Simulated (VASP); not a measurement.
# La2O3 (P-3m1) in VASP: further runs

The runs below take La2O3 through single point, with HSE06.

All numbers are computed with VASP 6.6.1; they aren't measurements. Logs are shortened: lines on timing, memory, paths and dates and some standing lists are left out, and cuts for length are marked.

### Step 1. The cell of the first run

It takes space group P-3m1 (No. 164, trigonal). Conventional cell: a = 3.868 Å, b = 3.868 Å, c = 6.021 Å, α = 90.00°, β = 90.00°, γ = 120.00°. La (site symmetry 3m) has 7 O at 2.33 to 2.67 Å within 3.1 Å. O (site symmetry 3m) has 4 La at 2.33 to 2.43 Å and 6 O at 2.84 to 3.09 Å within 3.1 Å. O (site symmetry -3m) has 6 La at 2.67 Å and 6 O at 3.09 Å within 3.5 Å.

### Step 2. Single point, HSE06 (strain -1.7%)

POSCAR reads:

```
La2O3
1.0
    3.8678113046      0.0000000000      0.0000000000
   -1.9339056523      3.3496228469      0.0000000000
    0.0000000000      0.0000000000      6.0214686761
La O
2 3
Direct
    0.6666666667      0.3333333333      0.7568345435
    0.3333333333      0.6666666667      0.2431654565
    0.6666666667      0.3333333333      0.3537141663
    0.3333333333      0.6666666667      0.6462858337
    0.0000000000      0.0000000000      0.0000000000
```

INCAR.step1 reads:

```
SYSTEM = La2O3
PREC = Accurate
ENCUT = 520
EDIFF = 1E-5
ISMEAR = 0
SIGMA = 0.01
LREAL = .False.
LASPH = .True.
NELM = 200
ALGO = Normal
ISIF = 2
LWAVE = .True.
LCHARG = .False.
NBANDS = 28
GGA = PE
GGA_COMPAT = .False.
LMAXMIX = 6
KPAR = 4
```

INCAR.step2 reads:

```
SYSTEM = La2O3
PREC = Accurate
ENCUT = 520
EDIFF = 1E-6
ISMEAR = 0
SIGMA = 0.01
LREAL = .False.
LASPH = .True.
NELM = 200
ALGO = Normal
ISIF = 2
LWAVE = .False.
LCHARG = .False.
GGA = PE
LHFCALC = .True.
HFSCREEN = 0.2079
PRECFOCK = Normal
NBANDS = 28
ISTART = 1
GGA_COMPAT = .False.
LMAXMIX = 6
KPAR = 4
```

KPOINTS reads:

```
regular mesh
0
Gamma
  6 6 2
  0 0 0
```

Potentials or basis: VASP PAW PBE potentials, release 64 (La, O).

Launch:

```
cat potpaw_PBE.64/La/POTCAR potpaw_PBE.64/O/POTCAR > POTCAR
cp INCAR.step1 INCAR
mpirun -np 4 vasp_std > vasp.out
cp INCAR.step2 INCAR
mpirun -np 4 vasp_std > vasp.out
```

OUTCAR:

```text
SYSTEM = La2O3
   PREC = Accurate
   ENCUT = 520
   EDIFF = 1E-6
   ISMEAR = 0
   LREAL = .False.
   LASPH = .True.
   NELM = 200
   ISIF = 2
   GGA = PE
   LHFCALC = .True.
   HFSCREEN = 0.2079
   PRECFOCK = Normal
   ISTART = 1

 ion  position               nearest neighbor table
   1  0.667  0.333  0.757-   4 2.33   4 2.33   4 2.33   3 2.43   5 2.67   5 2.67   5 2.67   2 3.68
                             2 3.68   2 3.68
   2  0.333  0.667  0.243-   3 2.33   3 2.33   3 2.33   4 2.43   5 2.67   5 2.67   5 2.67   1 3.68
                             1 3.68   1 3.68
   3  0.667  0.333  0.354-   2 2.33   2 2.33   2 2.33   1 2.43
   4  0.333  0.667  0.646-   1 2.33   1 2.33   1 2.33   2 2.43
   5  0.000  0.000  0.000-   1 2.67   2 2.67   1 2.67   2 2.67   1 2.67   2 2.67

  LATTYP: Found a hexagonal cell.
 ALAT       =     3.8678113046
 C/A-ratio  =     1.5568155222

  Lattice vectors:

 A1 = (   3.8678113046,   0.0000000000,   0.0000000000)
 A2 = (  -1.9339056523,   3.3496228469,   0.0000000000)
 A3 = (   0.0000000000,   0.0000000000,   6.0214686761)

Analysis of symmetry for initial positions (statically):
=====================================================================
 Subroutine PRICEL returns:
 Original cell was already a primitive cell.

 Routine SETGRP: Setting up the symmetry group for a
 hexagonal supercell.

 Subroutine GETGRP returns: Found 12 space group operations
 (whereof 12 operations were pure point group operations)
 out of a pool of 24 trial point group operations.

The static configuration has the point symmetry D_3d.

Analysis of symmetry for dynamics (positions and initial velocities):
=====================================================================
 Subroutine PRICEL returns:
 Original cell was already a primitive cell.

 Routine SETGRP: Setting up the symmetry group for a
 hexagonal supercell.

 Subroutine GETGRP returns: Found 12 space group operations
 (whereof 12 operations were pure point group operations)
 out of a pool of 24 trial point group operations.

The dynamic configuration has the point symmetry D_3d.

 Subroutine INISYM returns: Found 12 space group operations
 (whereof 12 operations are pure point group operations),
 and found     1 'primitive' translations

----------------------------------------------------------------------------------------

                                     Primitive cell

  volume of cell :      78.0124

  direct lattice vectors                    reciprocal lattice vectors
     3.867811305  0.000000000  0.000000000     0.258544154  0.149270537  0.000000000
    -1.933905652  3.349622847  0.000000000     0.000000000  0.298541073  0.000000000
     0.000000000  0.000000000  6.021468676     0.000000000  0.000000000  0.166072441

  length of vectors
     3.867811305  3.867811305  6.021468676     0.298541073  0.298541073  0.166072441

  position of ions in fractional coordinates (direct lattice)
     0.666666667  0.333333333  0.756834543
     0.333333333  0.666666667  0.243165457
     0.666666667  0.333333333  0.353714166
     0.333333333  0.666666667  0.646285834
     0.000000000  0.000000000  0.000000000

  ion indices of the primitive-cell ions
   primitive index   ion index
                 1           1
                 2           2
                 3           3
                 4           4
                 5           5

----------------------------------------------------------------------------------------

 KPOINTS: regular mesh

Automatic generation of k-mesh.
 Grid dimensions read from file:
 generate k-points for:    6    6    2

 Generating k-lattice:

  Cartesian coordinates                     Fractional coordinates (reciprocal lattice)
     0.043090692  0.024878423  0.000000000     0.166666667  0.000000000  0.000000000
     0.000000000  0.049756846  0.000000000     0.000000000  0.166666667  0.000000000
     0.000000000  0.000000000  0.083036220     0.000000000  0.000000000  0.500000000

  Length of vectors
     0.049756846  0.049756846  0.083036220

  Shift w.r.t. Gamma in fractional coordinates (k-lattice)
     0.000000000  0.000000000  0.000000000

 Subroutine IBZKPT returns following result:
 ===========================================

 Found     14 irreducible k-points:

 Following reciprocal coordinates:
            Coordinates               Weight
  0.000000  0.000000  0.000000      1.000000
  0.166667  0.000000  0.000000      6.000000
  0.333333  0.000000  0.000000      6.000000
  0.500000  0.000000  0.000000      3.000000
  0.166667  0.166667  0.000000      6.000000
  0.333333  0.166667  0.000000     12.000000
  0.333333  0.333333  0.000000      2.000000
  0.000000  0.000000  0.500000      1.000000
  0.166667  0.000000  0.500000      6.000000
  0.333333  0.000000  0.500000      6.000000
  0.500000  0.000000  0.500000      3.000000
  0.166667  0.166667  0.500000      6.000000
  0.333333  0.166667  0.500000     12.000000
  0.333333  0.333333  0.500000      2.000000
   k-points           NKPTS =     14   k-points in BZ     NKDIM =     72   number of bands    NBANDS=     28
   number of dos      NEDOS =    301   number of ions     NIONS =      5
   total plane-waves  NPLWV =  43200
   dimension x,y,z NGX =    30 NGY =   30 NGZ =   48
   dimension x,y,z NGXF=    60 NGYF=   60 NGZF=   96
   ions per type =               2   3
   NGX,Y,Z   is equivalent  to a cutoff of  12.89, 12.89, 13.25 a.u.
   NGXF,Y,Z  is equivalent  to a cutoff of  25.79, 25.79, 26.50 a.u.
 SYSTEM =  La2O3
   PREC   = accura    normal or accurate (medium, high low for compatibility)
   ISTART =      1    job   : 0-new  1-cont  2-samecut
   ICHARG =      0    charge: 1-file 2-atom 10-const
   ISPIN  =      1    spin polarized calculation?
   LNONCOLLINEAR =      F non collinear calculations
   LSORBIT =      F    spin-orbit coupling
   LASPH  =      T    aspherical Exc in radial PAW
   ENCUT  =  520.0 eV  38.22 Ry    6.18 a.u.   7.19  7.19 11.20*2*pi/ulx,y,z
   NELM   =    200;   NELMIN=  2; NELMDL=  0     # of ELM steps
   EDIFF  = 0.1E-05   stopping-criterion for ELM
   LREAL  =      F    real-space projection
   EDIFFG = 0.1E-04   stopping-criterion for IOM
   NSW    =      0    number of steps for IOM
   IBRION =     -1    ionic relax: 0-MD 1-quasi-New 2-CG
   NFREE  =      0    steps in history (QN), initial steepest desc. (CG)
   ISIF   =      2    stress and relaxation
   ISYM   =      3    0-nonsym 1-usesym 2-fastsym
   POTIM  = 0.5000    time-step for ionic-motion
   TEBEG  =    0.0;   TEEND  =   0.0 temperature during run
   PSTRESS=    0.0 pullay stress
   NELECT =      40.0000    total number of electrons
   NUPDOWN=      -1.0000    fix difference up-down
   EMIN   =  10.00;   EMAX   =-10.00  energy-range for DOS
   EFERMI =   0.00;   METHOD = LEGACY
   ISMEAR =     0;   SIGMA  =   0.01  broadening in eV -4-tet -1-fermi 0-gaus
   EFERMI_NEDOS =   21; number of points for ismear=-14 and -15
   IALGO  =     38    algorithm
   IMIX   =      1    mixing-type and parameters
     AMIX     =   0.40;   BMIX     =  1.00
     AMIX_MAG =   1.60;   BMIX_MAG =  1.00
  volume/ion in A,a.u.               =      15.60       105.29
  Fermi-wavevector in a.u.,A,eV,Ry     =   1.310309  2.476124 23.359963  1.716909
  Thomas-Fermi vector in A             =   2.440848
   LORBIT       =      0    0 simple, 1 ext, 2 COOP (PROOUT), +10 PAW based schemes
   GGA     = PE    functional components
   LHFCALC =     T    Hartree Fock is set to
   PRECFOCK=normal    Normal, Fast or Accurate (Low or Medium for compatibility)
   ENCUT4O =  -1.0   cutoff for four orbital integrals eV
   NKREDX  =     1    reduce k-point grid by
   NKREDY  =     1    reduce k-point grid by
   NKREDZ  =     1    reduce k-point grid by
   AEXX    =    0.2500 exact exchange contribution
   HFSCREEN=    0.2079 screening length (either q_TF or 0.3 A-1)
   HFSCREENC=   0.2079 screening length for correlation (either q_TF or 0.3 A-1)
   ENCUTFOCK=  -1.0 apply spherical cutoff to Coloumb kernel
   IVDW    =     0    specifies the selected vdW correction
   LEPSILON=     F    determine dielectric tensor
   LRPA    =     F    only Hartree local field effects (RPA)
 non-spin polarized calculation
 Gauss-broadening in eV      SIGMA  =   0.01
  energy-cutoff  :      520.00
  volume of cell :       78.01
 maximum number of plane-waves:      2130
 NGX is ok and might be reduce to    30
  NGX = 24; NGY = 24; NGZ = 36

 number of electron      40.0000003 magnetization

 Free energy of the ion-electron system (eV)
  ---------------------------------------------------
  ext. energy  EPLUGINS =         0.00000000
  ---------------------------------------------------
  free energy    TOTEN  =       -48.77523696 eV

  energy without entropy =      -48.77523696  energy(sigma->0) =      -48.77523696

 E-fermi :   5.5705     XC(G=0):  -8.8164

 val. band max:        5.4880586992   @ k =   0.3333   0.1667   0.5000
 cond. band min:      10.8838178810   @ k =   0.3333   0.3333   0.0000
 fundamental gap:      5.3957591818
 Fermi energy:         5.5705027257

 k-point     1 :       0.0000    0.0000    0.0000
  band No.  band energies     occupation
      1     -26.0994      2.00000
      2     -25.7658      2.00000
      3     -13.0982      2.00000
      4     -11.8083      2.00000
      5     -11.4082      2.00000
      6      -8.3866      2.00000
[... 20 lines left out ...]
     27      14.1077      0.00000
     28      14.3346      0.00000

 k-point     2 :       0.1667    0.0000    0.0000
  band No.  band energies     occupation
      1     -26.0355      2.00000
      2     -25.7395      2.00000
      3     -13.0980      2.00000
      4     -12.2765      2.00000
      5     -11.7188      2.00000
      6      -8.5283      2.00000
[... 20 lines left out ...]
     27      14.0196      0.00000
     28      14.1963      0.00000

 k-point     3 :       0.3333    0.0000    0.0000
  band No.  band energies     occupation
      1     -25.8918      2.00000
      2     -25.6976      2.00000
      3     -13.3133      2.00000
      4     -13.0703      2.00000
      5     -11.7836      2.00000
      6      -8.7872      2.00000
[... 306 lines left out ...]
      3     -13.5990      2.00000
      4     -13.3779      2.00000
      5     -11.7141      2.00000
      6      -8.8962      2.00000
[... 20 lines left out ...]
     27      14.0983      0.00000
     28      14.1917      0.00000

 k-point    14 :       0.3333    0.3333    0.5000
  band No.  band energies     occupation
      1     -25.7222      2.00000
      2     -25.7222      2.00000
      3     -13.5423      2.00000
      4     -13.5423      2.00000
      5     -11.9784      2.00000
      6      -9.1510      2.00000
[... 20 lines left out ...]
     27      14.1409      0.00000
     28      14.2146      0.00000

------------------------ aborting loop because EDIFF is reached ----------------------------------------

  FORCE on cell =-STRESS in cart. coord.  units (eV):
  Direction    XX          YY          ZZ          XY          YZ          ZX
  --------------------------------------------------------------------------------------
  -------------------------------------------------------------------------------------
  Total        3.0089523      3.0089523      2.3522758      0.0000000     -0.0000000     -0.0000000
  in kB       61.7962715     61.7962715     48.3097952      0.0000000     -0.0000000     -0.0000000
  external PRESSURE =      57.3007794 kB  Pullay stress =       0.0000000 kB

 VOLUME and BASIS-vectors are now :
 -----------------------------------------------------------------------------
  energy-cutoff  :      520.00
  volume of cell :       78.01
      direct lattice vectors                 reciprocal lattice vectors
     3.867811305  0.000000000  0.000000000     0.258544154  0.149270537  0.000000000
    -1.933905652  3.349622847  0.000000000     0.000000000  0.298541073  0.000000000
     0.000000000  0.000000000  6.021468676     0.000000000  0.000000000  0.166072441

 POSITION                                       TOTAL-FORCE (eV/Angst)
 -----------------------------------------------------------------------------------
      1.93391      1.11654      4.55726         0.000000      0.000000     -0.214066
     -0.00000      2.23308      1.46421        -0.000000      0.000000      0.214066
      1.93391      1.11654      2.12988        -0.000000      0.000000     -0.036311
     -0.00000      2.23308      3.89159        -0.000000      0.000000      0.036311
      0.00000      0.00000      0.00000         0.000000      0.000000      0.000000
 -----------------------------------------------------------------------------------
    total drift:                               -0.000001      0.000006      0.000036

  FREE ENERGIE OF THE ION-ELECTRON SYSTEM (eV)
  ---------------------------------------------------
  free  energy   TOTEN  =       -48.7752369555 eV

  energy  without entropy=      -48.7752369555  energy(sigma->0) =      -48.77523696
```

Run time: 28 min. Hardware: 4 MPI ranks of AMD EPYC 7R13 (Zen 3), shared host; peak memory 0.31 GiB.

What came out:

```yaml
Free_energy: -48.7752 eV
Pressure: 5.7 GPa
Largest_force: 0.214 eV/Å
Band_gap_on_the_k_mesh: 5.40 eV (least direct gap 5.41 eV)
```

Forces in eV/Å, atoms in the order of the input:
```
La   0.000  0.000 -0.214
La   0.000  0.000  0.214
O    0.000  0.000 -0.036
O    0.000  0.000  0.036
O    0.000  0.000  0.000
```

Caveat: the k points lie up to 0.52 Å⁻¹ apart; the cell differs from its parent crystal (strain -1.7%); the PAW data sets were made with another functional, which shifts forces and pressure a little; spin-orbit coupling is left out, which moves the levels of the heavy elements. A k mesh can miss the band edges.

### Step 3. Single point, HSE06

This run uses another cell than the first one, of 16.43 Å³/atom.

POSCAR reads:

```
La2O3
1.0
    3.9351015410      0.0000000000      0.0000000000
   -1.9675507705      3.4078979010      0.0000000000
    0.0000000000      0.0000000000      6.1262271606
La O
2 3
Direct
    0.6666666667      0.3333333333      0.7538431652
    0.3333333333      0.6666666667      0.2461568348
    0.6666666667      0.3333333333      0.3538862904
    0.3333333333      0.6666666667      0.6461137096
    0.0000000000      0.0000000000      0.0000000000
```

INCAR.step1 reads:

```
SYSTEM = La2O3
PREC = Accurate ; ENCUT = 520
EDIFF = 1E-5 ; ISMEAR = 0
SIGMA = 0.01 ; LREAL = .False.
LASPH = .True. ; NELM = 200
ALGO = Normal ; ISIF = 2
LWAVE = .True. ; LCHARG = .False.
GGA = PE ; NBANDS = 28
GGA_COMPAT = .False. ; LMAXMIX = 6
KPAR = 4
```

INCAR.step2 reads:

```
SYSTEM = La2O3
PREC = Accurate ; ENCUT = 520
EDIFF = 1E-6 ; ISMEAR = 0
SIGMA = 0.01 ; LREAL = .False.
LASPH = .True. ; NELM = 200
ALGO = Normal ; ISIF = 2
LWAVE = .False. ; LCHARG = .False.
GGA = PE ; LHFCALC = .True.
HFSCREEN = 0.2079 ; PRECFOCK = Normal
ISTART = 1 ; NBANDS = 28
GGA_COMPAT = .False. ; LMAXMIX = 6
KPAR = 4
```

KPOINTS reads:

```
Automatic mesh
0
Gamma
  6 6 2
  0 0 0
```

Potentials or basis: VASP PAW PBE potentials, release 64 (La, O).

Launch:

```
cat potpaw_PBE.64/La/POTCAR potpaw_PBE.64/O/POTCAR > POTCAR
cp INCAR.step1 INCAR
mpirun -np 4 vasp_std > vasp.out
cp INCAR.step2 INCAR
mpirun -np 4 vasp_std > vasp.out
```

Wall time 24 min (4 MPI ranks of Intel Xeon Platinum 8259CL at 2.50GHz (Skylake/Cascade Lake), shared host); peak memory 0.34 GiB.

The run converged. Its results:

| Item | Value |
| --- | --- |
| Free energy | -48.8377 eV |
| Pressure | -1.5 GPa |
| Largest force | 0.200 eV/Å |
| Band gap on the k mesh | 5.29 eV (least direct gap 5.42 eV) |

Forces in eV/Å, atoms in the order of the input:
```
La   0.000  0.000 -0.200
La   0.000  0.000  0.200
O    0.000  0.000 -0.028
O    0.000  0.000  0.028
O    0.000  0.000  0.000
```

Stress tensor (GPa, compression positive):
```
-1.75  0.00  0.00
 0.00 -1.75  0.00
 0.00  0.00 -0.85
```

Levels at points of the mesh, in eV from the valence-band top:
| k point | band 16 | band 17 | band 18 | band 19 | band 20 | band 21 | band 22 | band 23 | band 24 | band 25 |
| --- | --- | --- | --- | --- | --- | --- | --- | --- | --- | --- |
| (0.00, 0.00, 0.00) | -2.23 | -1.78 | -0.39 | -0.39 | -0.09 | 6.07 | 6.24 | 6.24 | 6.70 | 8.05 |
| (0.50, 0.00, 0.00) | -0.84 | -0.76 | -0.70 | -0.46 | -0.32 | 5.38 | 6.92 | 7.16 | 7.73 | 7.92 |
| (0.00, 0.00, 0.50) | -2.03 | -1.03 | -0.83 | -0.29 | -0.29 | 6.64 | 6.64 | 6.95 | 7.03 | 8.05 |
| (0.50, 0.00, 0.50) | -1.06 | -1.03 | -0.78 | -0.39 | 0.00 | 6.24 | 6.44 | 7.80 | 7.88 | 7.97 |

Caveat: the k points lie up to 0.51 Å⁻¹ apart; the PAW data sets were made with another functional, which shifts forces and pressure a little; spin-orbit coupling is left out, which moves the levels of the heavy elements. A k mesh can miss the band edges.
